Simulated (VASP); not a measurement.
A run of VASP 6.6.1 is set up as follows.

INCAR

```
SYSTEM = Li
PREC     = Accurate       ! precision mode
ENCUT    = 520            ! plane-wave cutoff, eV
EDIFF    = 1E-6           ! SCF threshold, eV
ISMEAR   = 1              ! smearing method
SIGMA    = 0.1            ! smearing width, eV
LREAL    = .False.        ! projectors in reciprocal space
LASPH    = .True.         ! aspherical terms in the spheres
NELM     = 100            ! most SCF steps
ALGO     = Normal         ! electronic algorithm
ISIF     = 2              ! what is computed and relaxed
LWAVE    = .False.        ! write WAVECAR
LCHARG   = .False.        ! write CHGCAR
GGA      = PE             ! functional
NBANDS   = 10             ! bands
```

File KPOINTS:

```
Automatic mesh
0
Gamma
  20 20 20
  0 0 0
```

File POSCAR:

```
Li
1.0
    3.4336062743      0.0000000000      0.0000000000
    0.0000000000      3.4336062743      0.0000000000
    0.0000000000      0.0000000000      3.4336062743
Li
2
Direct
    0.0000000000      0.0000000000      0.0000000000
    0.5000000000      0.5000000000      0.5000000000
```

Potentials or basis: VASP PAW PBE potentials, release 64 (Li_sv).

The run is started by

```sh
$ cat potpaw_PBE.64/Li_sv/POTCAR > POTCAR
$ mpirun -np 1 vasp_std > vasp.out
```

Estimate the band gap on the k mesh.

zero (band 3 reaches 4.01 eV, above the bottom of band 4 at -0.52 eV).
